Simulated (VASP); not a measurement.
## Pt: elastic constants with PBE

Pt:

```
Pt
1.0
     0.00000    1.98713    1.98713
     1.98713    0.00000    1.98713
     1.98713    1.98713    0.00000
Pt
1
Cartesian
  0.0000 0.0000 0.0000
```

```json
{
 "Program": "VASP 6.6.1",
 "Task": "elastic constants",
 "Functional": "PBE",
 "Potentials or basis": "VASP PAW PBE potentials, release 64 (Pt)",
 "Cutoff": "500 eV",
 "k mesh": "20 × 20 × 20",
 "Occupations": "fermi-dirac, width 0.15 eV",
 "Spin": "no spin polarisation",
 "Dipole correction": "no",
 "Ions in elastic constants": "relaxed",
 "Further INCAR settings": "ALGO = Normal; EDIFF = 1e-08; NBANDS = 11; IBRION = 6; POTIM = 0.015; NSW = 1; ISIF = 3"
}
```

```yaml
Elastic_constants_C11_C12_C44: 303, 213, 79 GPa
Voigt_bulk_modulus: 243 GPa
```

Elastic tensor in Voigt notation (GPa, in the Cartesian axes of the cell as first typed):
```
303 213 213   0   0   0
213 303 213   0   0   0
213 213 303   0   0   0
  0   0   0  79   0   0
  0   0   0   0  79   0
  0   0   0   0   0  79
```

Clamped-ion elastic tensor (GPa):
```
303 213 213   0   0   0
213 303 213   0   0   0
213 213 303   0   0   0
  0   0   0  79   0   0
  0   0   0   0  79   0
  0   0   0   0   0  79
```

It took 18 min on 1 thread of Oxide Virtual Turin-like Processor, with other jobs on the host, peak memory 0.62 GiB.
